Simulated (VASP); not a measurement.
Write the native input for VASP 6.6.1 that does the following.

- Task: single point
- Functional: PBEsol
- Potentials or basis: VASP PAW PBE potentials, release 64 (Sc_sv)
- Cutoff: 520 eV
- k mesh: 6 × 6 × 2
- Occupations: gaussian, width 0.1 eV
- Spin: no spin polarisation
- Dipole correction: no
- Further INCAR settings: ALGO = Normal; EDIFF = 1e-06; NBANDS = 30

The structure of Sc lies in POSCAR:

```
Sc
1.0
    3.2557329779      0.0000000000      0.0000000000
   -1.6278664889      2.8195474668      0.0000000000
    0.0000000000      0.0000000000     10.2739774268
Sc
4
Direct
    0.0000000000      0.0000000000      0.0000000000
    0.0000000000      0.0000000000      0.5000000000
    0.3333333333      0.6666666667      0.7500000000
    0.6666666667      0.3333333333      0.2500000000
```

These files were run (other wordings do the same):

INCAR

```
SYSTEM = Sc
  PREC = Accurate
  ENCUT = 520
  EDIFF = 1E-6
  ISMEAR = 0
  SIGMA = 0.1
  LREAL = .FALSE.
  LASPH = .TRUE.
  NELM = 80
  ALGO = Normal
  ISIF = 2
  LWAVE = .FALSE.
  LCHARG = .TRUE.
  GGA = PS
  LELF = .TRUE.
  LVHAR = .TRUE.
  NBANDS = 30
```

KPOINTS

```
regular mesh
0
G
  6 6 2
  0 0 0
```

Potentials or basis: VASP PAW PBE potentials, release 64 (Sc_sv).

The run is started by

```console
$ cat potpaw_PBE.64/Sc_sv/POTCAR > POTCAR
$ mpirun -np 1 vasp_std > vasp.out
```

Results of the run:

```json
{
 "Pressure": "0.0 GPa",
 "Band gap on the k mesh": "zero (bands 22 and 23 overlap by 1.30 eV)"
}
```

Caveat: the k points lie up to 0.37 Å⁻¹ apart, too coarse for converged energies and pressures of a metal; the PAW data sets were made with another functional, which shifts forces and pressure a little.

Run time: 19 s on 1 thread of Intel(R) Xeon(R) 6975P-C (Granite Rapids), on a shared host, peak memory 0.2 GiB.
